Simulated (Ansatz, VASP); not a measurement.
# Zr in VASP and in Ansatz

File INCAR:

```
PREC = Accurate
ENCUT = 520
EDIFF = 1E-6
ISMEAR = -1
SIGMA = 0.1
LREAL = F
LASPH = T
NELM = 100
ALGO = Normal
ISIF = 2
LWAVE = F
LCHARG = F
GGA = B5
ALDAX = 1.0
AGGAX = 1.0
AGGAC = 1.0
ALDAC = 0.0
NBANDS = 19
```

The input KPOINTS:

```
regular mesh
0
Gamma
  14 14 14
```

File POSCAR:

```
Zr
1.0
    0.0000000000      3.3559276253      3.3559276253
    3.3559276253      0.0000000000      3.3559276253
    3.3559276253      3.3559276253      0.0000000000
Zr
2
Direct
    0.1250000000      0.1250000000      0.1250000000
    0.8750000000      0.8750000000      0.8750000000
```

Input for Ansatz:

```yaml
crystal:
  lattice:
    - [0.0, 3.3559276253, 3.3559276253]
    - [3.3559276253, 0.0, 3.3559276253]
    - [3.3559276253, 3.3559276253, 0.0]
  atoms:
    - { symbol: Zr, position: [0.125, 0.125, 0.125] }
    - { symbol: Zr, position: [0.875, 0.875, 0.875] }
hamiltonian:
  xc: blyp
  pseudopotentials:
    kind: paw
    azcp:
      Zr: "pseudopotentials/Zr.paw.azcp"
basis:
  ecutwfc: 420
  fft_grid_basis: typed
kpoints:
  mp_grid: { grid: [14, 14, 14], shift: [0, 0, 0] }
magnetization:
  spin_polarized: false
scf:
  occupations: { method: fermi_dirac, width: 0.1 }
output:
  stress: true
```

Alike in both runs: task single point; functional BLYP; k mesh 14 × 14 × 14; occupations fermi-dirac, width 0.1 eV; no spin polarisation.

|  | VASP | Ansatz |
| --- | --- | --- |
| version | VASP 6.6.1 | Ansatz 0.2.0 |
| potentials or method | VASP PAW PBE potentials, release 64 (Zr_sv), cutoff 520 eV | plane waves (420 eV) with PAW, scalar-relativistic |
| valence electrons in the cell | 24 | 24 |

|  | VASP | Ansatz | Ansatz less VASP |
| --- | --- | --- | --- |
| pressure (GPa) | -2.2 | -2.2 | +0.01 |

VASP's potentials were made for PBE, not for BLYP. With one functional, cell and mesh, what is left measures potentials, basis and numerics.
